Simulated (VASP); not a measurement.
# Hf2S (P6_3/mmc) in VASP: notebook, part 2 of 2

VASP 6.6.1.

**3. Single point, PBEsol (volume scaled by 0.98, then relaxed in part)**

The input, INCAR:

```
SYSTEM = Hf2S
ALGO = Normal ; EDIFF = 1E-6
ENCUT = 520 ; GGA = PS
ISIF = 2 ; ISMEAR = -1
LASPH = .True. ; LCHARG = .False.
LREAL = .False. ; LWAVE = .False.
NBANDS = 35 ; NELM = 80
PREC = Accurate ; SIGMA = 0.15
```

The input, KPOINTS:

```
k-points
0
Gamma
  12 12 4
  0 0 0
```

The input, POSCAR:

```
Hf2S
1.0
    3.3138309068      0.0000000000      0.0000000000
   -1.6569154534      2.8698617492      0.0000000000
    0.0000000000      0.0000000000     11.6580810871
Hf S
4 2
Direct
    0.6666666667      0.3333333333      0.8988252781
    0.3333333333      0.6666666667      0.3988252781
    0.6666666667      0.3333333333      0.6011747219
    0.3333333333      0.6666666667      0.1011747219
    0.0000000000      0.0000000000      0.7500000000
    0.0000000000      0.0000000000      0.2500000000
```

Potentials or basis: VASP PAW PBE potentials, release 64 (Hf_pv, S).

The run is started by

```bash
$ cat potpaw_PBE.64/Hf_pv/POTCAR potpaw_PBE.64/S/POTCAR > POTCAR
$ mpirun -np 1 vasp_std > vasp.out
```

OUTCAR:

```text
SYSTEM = Hf2S
   EDIFF = 1E-6
   ENCUT = 520
   GGA = PS
   ISIF = 2
   ISMEAR = -1
   LASPH = .True.
   LREAL = .False.
   NELM = 80
   PREC = Accurate

 ion  position               nearest neighbor table
   1  0.667  0.333  0.899-   5 2.58   5 2.58   5 2.58   4 3.04   4 3.04   4 3.04   3 3.47
   2  0.333  0.667  0.399-   6 2.58   6 2.58   6 2.58   3 3.04   3 3.04   3 3.04   4 3.47
   3  0.667  0.333  0.601-   5 2.58   5 2.58   5 2.58   2 3.04   2 3.04   2 3.04   1 3.47
   4  0.333  0.667  0.101-   6 2.58   6 2.58   6 2.58   1 3.04   1 3.04   1 3.04   2 3.47
   5  0.000  0.000  0.750-   1 2.58   3 2.58   1 2.58   3 2.58   1 2.58   3 2.58
   6  0.000  0.000  0.250-   2 2.58   4 2.58   2 2.58   4 2.58   2 2.58   4 2.58

  LATTYP: Found a hexagonal cell.
 ALAT       =     3.3138309068
 C/A-ratio  =     3.5180072294

  Lattice vectors:

 A1 = (   3.3138309068,   0.0000000000,   0.0000000000)
 A2 = (  -1.6569154534,   2.8698617492,   0.0000000000)
 A3 = (   0.0000000000,   0.0000000000,  11.6580810871)

Analysis of symmetry for initial positions (statically):
=====================================================================
 Subroutine PRICEL returns:
 Original cell was already a primitive cell.

 Routine SETGRP: Setting up the symmetry group for a
 hexagonal supercell.

 Subroutine GETGRP returns: Found 24 space group operations
 (whereof 12 operations were pure point group operations)
 out of a pool of 24 trial point group operations.

The static configuration has the point symmetry D_3d.
 The point group associated with its full space group is D_6h.

Analysis of symmetry for dynamics (positions and initial velocities):
=====================================================================
 Subroutine PRICEL returns:
 Original cell was already a primitive cell.

 Routine SETGRP: Setting up the symmetry group for a
 hexagonal supercell.

 Subroutine GETGRP returns: Found 24 space group operations
 (whereof 12 operations were pure point group operations)
 out of a pool of 24 trial point group operations.

The dynamic configuration has the point symmetry D_3d.
[... 132 lines left out ...]
   LORBIT       =      0    0 simple, 1 ext, 2 COOP (PROOUT), +10 PAW based schemes
   GGA     = PS    functional components
   LHFCALC =     F    Hartree Fock is set to
   AEXX    =    0.0000 exact exchange contribution
   IVDW    =     0    specifies the selected vdW correction
   LEPSILON=     F    determine dielectric tensor
   LRPA    =     F    only Hartree local field effects (RPA)
 non-spin polarized calculation
  energy-cutoff  :      520.00
  volume of cell :      110.87
 maximum number of plane-waves:      3012
 NGX is ok and might be reduce to    28
   NGX = 13   NGY = 13   NGZ = 43

 number of electron      52.0000003 magnetization

 Free energy of the ion-electron system (eV)
  ---------------------------------------------------
  ext. energy  EPLUGINS =         0.00000000
  ---------------------------------------------------
  free energy    TOTEN  =       -57.53706892 eV

  energy without entropy =      -57.33543674  energy(sigma->0) =      -57.43625283

 E-fermi :   6.5534     XC(G=0): -11.7054

 val. band max:        6.5156958753   @ k =   0.1667  -0.0000   0.2500
 cond. band min:       6.5556818205   @ k =   0.3333  -0.0000   0.2500
 fundamental gap:      0.0399859452
 Fermi energy:         6.5534475451

 k-point     1 :       0.0000    0.0000    0.0000
  band No.  band energies     occupation
      1     -24.5443      2.00000
      2     -24.4049      2.00000
      3     -24.0552      2.00000
      4     -23.9271      2.00000
      5     -23.9271      2.00000
      6     -23.9163      2.00000
[... 901 lines left out ...]
     34       9.8378      0.00000
     35      10.2077      0.00000

 [... further k-points ...]

------------------------ aborting loop because EDIFF is reached ----------------------------------------

  FORCE on cell =-STRESS in cart. coord.  units (eV):
  Direction    XX          YY          ZZ          XY          YZ          ZX
  --------------------------------------------------------------------------------------
  -------------------------------------------------------------------------------------
  Total        1.7410779      1.7410779      1.7702396      0.0000000     -0.0000000      0.0000000
  in kB       25.1599856     25.1599856     25.5813963      0.0000000     -0.0000000      0.0000000
  external PRESSURE =      25.3004558 kB  Pullay stress =       0.0000000 kB

 VOLUME and BASIS-vectors are now :
 -----------------------------------------------------------------------------
  energy-cutoff  :      520.00
  volume of cell :      110.87
      direct lattice vectors                 reciprocal lattice vectors
     3.313830907  0.000000000  0.000000000     0.301765548  0.174224420  0.000000000
    -1.656915453  2.869861749  0.000000000     0.000000000  0.348448841  0.000000000
     0.000000000  0.000000000 11.658081087     0.000000000  0.000000000  0.085777410

 POSITION                                       TOTAL-FORCE (eV/Angst)
 -----------------------------------------------------------------------------------
      1.65692      0.95662     10.47858         0.000000      0.000000     -0.004800
     -0.00000      1.91324      4.64954        -0.000000     -0.000000     -0.004800
      1.65692      0.95662      7.00854         0.000000      0.000000      0.004800
     -0.00000      1.91324      1.17950        -0.000000     -0.000000      0.004800
      0.00000      0.00000      8.74356         0.000000     -0.000000     -0.000000
      0.00000      0.00000      2.91452        -0.000000     -0.000000      0.000000
 -----------------------------------------------------------------------------------
    total drift:                                0.000000     -0.000000      0.000000

  FREE ENERGIE OF THE ION-ELECTRON SYSTEM (eV)
  ---------------------------------------------------
  free  energy   TOTEN  =       -57.5370689199 eV

  energy  without entropy=      -57.3354367359  energy(sigma->0) =      -57.43625283
```

It took 3.3 min on 1 thread of Intel Xeon 6975P-C, shared host; peak memory 0.35 GiB.

What came out:

```
Free energy            : -57.5371 eV
Pressure               : 2.5 GPa
Largest force          : 0.005 eV/Å
Band gap on the k mesh : zero (band 26 reaches 7.12 eV, above the bottom of band 27 at 6.07 eV)
```

Forces on the atoms (eV/Å):
```
Hf   0.000  0.000 -0.005
Hf   0.000  0.000 -0.005
Hf   0.000  0.000  0.005
Hf   0.000  0.000  0.005
S    0.000  0.000  0.000
S    0.000  0.000  0.000
```

Levels at points of the mesh, in eV from the Fermi level:
```csv
k point,band 22,band 23,band 24,band 25,band 26,band 27,band 28,band 29,band 30,band 31
"(0.00, 0.00, 0.00)",-3.12,-1.47,-0.08,-0.06,0.56,0.56,0.64,0.64,0.94,0.94
"(0.50, 0.00, 0.00)",-2.48,-1.69,-1.30,-1.13,-0.65,-0.49,0.98,1.03,2.80,3.43
"(0.00, 0.00, 0.50)",-3.28,-1.13,-1.13,0.49,0.49,0.49,0.49,1.45,1.45,1.73
"(0.50, 0.00, 0.50)",-2.39,-1.75,-1.75,-0.88,-0.88,0.34,0.34,1.57,1.57,4.09
```

Caveat: the cell differs from its parent crystal (volume scaled by 0.98, then relaxed in part); the PAW data sets were made with another functional, which shifts forces and pressure a little; spin-orbit coupling is left out, which moves the levels of the heavy elements.

**4. Single point, PBEsol**

This run uses another cell than the first one, of 18.86 Å³/atom, 0.979 times its volume.

The input, INCAR:

```
PREC = Accurate ; ENCUT = 520
EDIFF = 1E-7 ; ISMEAR = -1
SIGMA = 0.15 ; LREAL = False
LASPH = True ; NELM = 80
ALGO = Normal ; ISIF = 2
LWAVE = False ; LCHARG = False
GGA = PS ; NBANDS = 35
```

The input, KPOINTS:

```
regular mesh
0
Gamma
  12 12 4
```

The input, POSCAR:

```
Hf2S
1.0
    3.3401672238      0.0000000000      0.0000000000
   -1.6700836119      2.8926696687      0.0000000000
    0.0000000000      0.0000000000     11.7091471555
Hf S
4 2
Direct
    0.6666666667      0.3333333333      0.8987137174
    0.3333333333      0.6666666667      0.3987137174
    0.6666666667      0.3333333333      0.6012862826
    0.3333333333      0.6666666667      0.1012862826
    0.0000000000      0.0000000000      0.7500000000
    0.0000000000      0.0000000000      0.2500000000
```

The run is started by

```bash
$ cat potpaw_PBE.64/Hf_pv/POTCAR potpaw_PBE.64/S/POTCAR > POTCAR
$ mpirun -np 1 vasp_std > vasp.out
```

Run time: 3.9 min. Hardware: 1 thread of Intel Xeon 6975P-C, shared host; peak memory 0.36 GiB.

The run converged. Its results:

```
Free energy            : -57.5521 eV
Pressure               : -0.4 GPa
Largest force          : 0.005 eV/Å
Band gap on the k mesh : zero (band 26 reaches 6.94 eV, above the bottom of band 27 at 5.90 eV)
```

Forces on the atoms (eV/Å):
```
Hf   0.000  0.000 -0.005
Hf   0.000  0.000 -0.005
Hf   0.000  0.000  0.005
Hf   0.000  0.000  0.005
S    0.000  0.000  0.000
S    0.000  0.000  0.000
```

Levels at points of the mesh, in eV from the Fermi level:
| k point | band 22 | band 23 | band 24 | band 25 | band 26 | band 27 | band 28 | band 29 | band 30 | band 31 |
| --- | --- | --- | --- | --- | --- | --- | --- | --- | --- | --- |
| (0.00, 0.00, 0.00) | -3.06 | -1.51 | -0.08 | -0.04 | 0.55 | 0.55 | 0.62 | 0.62 | 0.91 | 0.91 |
| (0.50, 0.00, 0.00) | -2.42 | -1.71 | -1.29 | -1.14 | -0.66 | -0.49 | 0.96 | 1.02 | 2.71 | 3.36 |
| (0.00, 0.00, 0.50) | -3.30 | -1.13 | -1.13 | 0.48 | 0.48 | 0.48 | 0.48 | 1.43 | 1.43 | 1.68 |
| (0.50, 0.00, 0.50) | -2.34 | -1.72 | -1.72 | -0.92 | -0.92 | 0.34 | 0.34 | 1.53 | 1.53 | 3.99 |

Caveat: the PAW data sets were made with another functional, which shifts forces and pressure a little; spin-orbit coupling is left out, which moves the levels of the heavy elements.

**5. The runs side by side**

| cell | k mesh | smearing | gap on the mesh (eV) | pressure (GPa) |
| --- | --- | --- | --- | --- |
| a = 3.374, b = 3.374, c = 11.717 Å, angles 90.0, 90.0, 120.0°, 6 atoms | 6 × 6 × 2 | gaussian 0.1 eV | none | -3.4 |
| a = 3.314, b = 3.314, c = 11.658 Å, angles 90.0, 90.0, 120.0°, 6 atoms | 12 × 12 × 4 | fermi-dirac 0.15 eV | none | 2.5 |
| a = 3.340, b = 3.340, c = 11.709 Å, angles 90.0, 90.0, 120.0°, 6 atoms | 12 × 12 × 4 | fermi-dirac 0.15 eV | none | -0.4 |

Alike in all rows: task single point; level PBEsol; potentials or basis VASP PAW PBE potentials, release 64 (Hf_pv, S); no spin polarisation; cutoff (eV) 520.

Caveats: the PAW data sets were made with another functional, which shifts forces and pressure a little; spin-orbit coupling is left out, which moves the levels of the heavy elements.

Absolute energies hang on the potentials; compare differences alone.
